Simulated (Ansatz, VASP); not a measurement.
One calculation of Rh, two programs

Contents of INCAR:

```
PREC = Accurate
ENCUT = 520
EDIFF = 1E-6
ISMEAR = -1
SIGMA = 0.1
LREAL = False
LASPH = True
NELM = 80
ALGO = Normal
ISIF = 2
LWAVE = False
LCHARG = False
GGA = PS
NBANDS = 22
```

File KPOINTS:

```
Automatic mesh
0
Gamma
  11 11 11
```

The input POSCAR:

```
Rh
1.0
    0.0000000000      2.6436915061      2.6436915061
    2.6436915061      0.0000000000      2.6436915061
    2.6436915061      2.6436915061      0.0000000000
Rh
2
Direct
    0.1250000000      0.1250000000      0.1250000000
    0.8750000000      0.8750000000      0.8750000000
```

Input for Ansatz:

```yaml
crystal:
  lattice:
    - [0.0, 2.6436915061, 2.6436915061]
    - [2.6436915061, 0.0, 2.6436915061]
    - [2.6436915061, 2.6436915061, 0.0]
  atoms:
    - { symbol: Rh, position: [0.125, 0.125, 0.125] }
    - { symbol: Rh, position: [0.875, 0.875, 0.875] }
hamiltonian:
  xc: pbesol
  pseudopotentials:
    kind: paw
    azcp:
      Rh: "pseudopotentials/Rh.paw.azcp"
basis:
  ecutwfc: 420
  fft_grid_basis: typed
kpoints:
  mp_grid: { grid: [11, 11, 11], shift: [0, 0, 0] }
magnetization:
  spin_polarized: false
scf:
  occupations: { method: fermi_dirac, width: 0.1 }
  lower_state_search: "off"
output:
  stress: true
  write_density: true
  write_potential: true
  elf: true
  volumetric_format: npy
```

Alike in both runs: task single point; functional PBEsol; k mesh 11 × 11 × 11; occupations fermi-dirac, width 0.1 eV; no spin polarisation.

```csv
,VASP,Ansatz
version,VASP 6.6.1,Ansatz 0.2.0
potentials or method,"VASP PAW PBE potentials, release 64 (Rh_pv), cutoff 520 eV","plane waves (420 eV) with PAW, scalar-relativistic"
valence electrons in the cell,30,34
```

|  | VASP | Ansatz | Ansatz less VASP |
| --- | --- | --- | --- |
| pressure (GPa) | 15.4 | 15.2 | -0.15 |

VASP's potentials were made for PBE, not for PBEsol, and Ansatz warns of the same on its side. The functional is the same, so the differences come from potentials, cutoffs and numerics. VASP's potentials hold 30 valence electrons a cell and Ansatz's 34, so a difference there can come from the potentials and not from the codes.
